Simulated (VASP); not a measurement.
Runs of VASP 6.6.1 on PbS. The structure is that of space group Fm-3m (No. 225), or close to it. The cells are those of the table. 

```tsv
task	level	cell	k mesh	cutoff (eV)	gap on the mesh (eV)	pressure (GPa)
single point	RPBE	a = 4.197 Å, angles 60.0°, 2 atoms	6 × 6 × 6	500	0.47	3.9
single point	PBE+D3(BJ)	a = 4.333 Å, angles 60.0°, 2 atoms	10 × 10 × 10	520	(a)	-3.8
relaxation of cell and atoms	PBE+D3(BJ)	relaxed from a = 4.194 Å, angles 60.0°, 2 atoms	10 × 10 × 10	600	(b)	0.0
single point	PBE+D3(BJ)	a = 4.239 Å, angles 60.0°, 2 atoms	10 × 10 × 10	520	0.48	-1.7
single point	PBE+D3(BJ)	a = 4.280 Å, angles 60.0°, 2 atoms	10 × 10 × 10	520	0.57	-3.0
```

Alike in all rows: potentials or basis VASP PAW PBE potentials, release 64 (Pb_d, S); no spin polarisation; smearing gaussian 0.02 eV.

Question: Fill in the values left out.

Answer: (a) 0.67; (b) 0.37.

Caveats: spin-orbit coupling is left out, which moves the levels of the heavy elements; the cell stands under tension (at least some runs); the cell stands under pressure (at least some runs); the PAW data sets were made with another functional, which shifts forces and pressure a little (at least some runs).

A k mesh can miss the band edges, and the runs leave out spin-orbit coupling on Pb.
